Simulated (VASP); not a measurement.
Here is a VASP 6.6.1 calculation.

Contents of INCAR:

```
SYSTEM = TiO2
PREC     = Accurate       ! precision mode
ENCUT    = 520            ! plane-wave cutoff, eV
EDIFF    = 1E-6           ! SCF threshold, eV
ISMEAR   = 0              ! smearing method
SIGMA    = 0.01           ! smearing width, eV
LREAL    = .FALSE.        ! projectors in reciprocal space
LASPH    = .TRUE.         ! aspherical terms in the spheres
NELM     = 100            ! most SCF steps
ALGO     = Normal         ! electronic algorithm
ISIF     = 2              ! what is computed and relaxed
LWAVE    = .FALSE.        ! write WAVECAR
LCHARG   = .FALSE.        ! write CHGCAR
GGA      = PS             ! functional
NBANDS   = 33             ! bands
```

KPOINTS

```
Automatic mesh
0
G
  6 6 8
  0 0 0
```

The input POSCAR:

```
TiO2
1.0
    4.4060269274      0.0000000000      0.0000000000
    0.0000000000      4.4060269274      0.0000000000
    0.0000000000      0.0000000000      2.8755112801
Ti O
2 4
Direct
    0.0000000000      0.0000000000      0.0000000000
    0.5000000000      0.5000000000      0.5000000000
    0.3018895733      0.3018895733      0.0000000000
    0.1981104267      0.8018895733      0.5000000000
    0.6981104267      0.6981104267      0.0000000000
    0.8018895733      0.1981104267      0.5000000000
```

Potentials or basis: VASP PAW PBE potentials, release 64 (Ti_sv, O).

Launch:

```sh
$ cat potpaw_PBE.64/Ti_sv/POTCAR potpaw_PBE.64/O/POTCAR > POTCAR
$ mpirun -np 1 vasp_std > vasp.out
```

Question: Estimate the band gap on the k mesh.

Answer: 1.96 eV, direct.

Question: Predict the largest force.

Answer: 0.017 eV/Å.

Question: What does it give for the pressure?

Answer: 30.9 GPa.

Stress tensor (GPa, compression positive):
```
30.78  0.00  0.00
 0.00 30.78  0.00
 0.00  0.00 31.00
```

Caveat: the PAW data sets were made with another functional, which shifts forces and pressure a little. A k mesh can miss the band edges.
